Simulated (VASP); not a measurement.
Sb: single point with HSE06

The system is Sb.

```
Sb
1.0
     3.12240    0.00000    0.00000
     0.00000    4.34752    0.00000
    -0.03891    0.00000    4.40585
Sb
2
Direct
  0.01139 0.25000 0.24117
  0.98861 0.75000 0.75883
```

```json
{
 "Program": "VASP 6.6.1",
 "Task": "single point",
 "Functional": "HSE06",
 "Potentials or basis": "VASP PAW PBE potentials, release 64 (Sb)",
 "Cutoff": "520 eV",
 "k mesh": "6 × 4 × 4",
 "Occupations": "fermi-dirac, width 0.05 eV",
 "Spin": "no spin polarisation"
}
```

```
Pressure               : -2.3 GPa
Largest force          : 0.068 eV/Å
Band gap on the k mesh : zero (bands 5 and 6 overlap by 9.84 eV)
```

Forces in eV/Å, atoms in the order of the input:
```
Sb  -0.045  0.000 -0.051
Sb   0.045  0.000  0.051
```

Stress tensor (GPa, compression positive):
```
-7.06  0.00  0.04
 0.00  0.09  0.00
 0.04  0.00 -0.01
```

Levels at points of the mesh, in eV from the Fermi level:
| k point | band 2 | band 3 | band 4 | band 5 | band 6 | band 7 | band 8 | band 9 |
| --- | --- | --- | --- | --- | --- | --- | --- | --- |
| (0.00, 0.00, 0.00) | -8.04 | -4.08 | -3.93 | 2.45 | 3.68 | 3.85 | 3.99 | 7.29 |
| (0.50, 0.00, 0.00) | -6.29 | -4.83 | -2.04 | -1.88 | -1.82 | 5.04 | 5.31 | 5.35 |
| (0.00, 0.50, 0.00) | -11.78 | -1.62 | -1.62 | -0.86 | -0.86 | 5.48 | 5.48 | 8.85 |
| (0.50, 0.50, 0.00) | -9.08 | -4.45 | -4.45 | 0.55 | 0.55 | 1.80 | 1.80 | 6.13 |
| (0.00, 0.00, 0.50) | -11.58 | -1.75 | -1.10 | -0.88 | -0.76 | 5.25 | 5.65 | 8.52 |
| (0.50, 0.00, 0.50) | -8.86 | -4.65 | -4.30 | 0.36 | 1.10 | 1.85 | 1.90 | 6.10 |
| (0.00, 0.50, 0.50) | -11.03 | -6.32 | -6.32 | 5.85 | 5.85 | 6.11 | 6.11 | 9.58 |
| (0.50, 0.50, 0.50) | -8.19 | -4.09 | -4.09 | -3.99 | -3.99 | 2.51 | 2.51 | 8.28 |

It took 19 min on 1 thread of Intel(R) Xeon(R) 6975P-C (Granite Rapids), on a shared host, peak memory 0.3 GiB.

Caveat: the k points lie up to 0.36 Å⁻¹ apart, too coarse for converged energies and pressures of a metal; the PAW data sets were made with another functional, which shifts forces and pressure a little; spin-orbit coupling is left out, which moves the levels of the heavy elements.
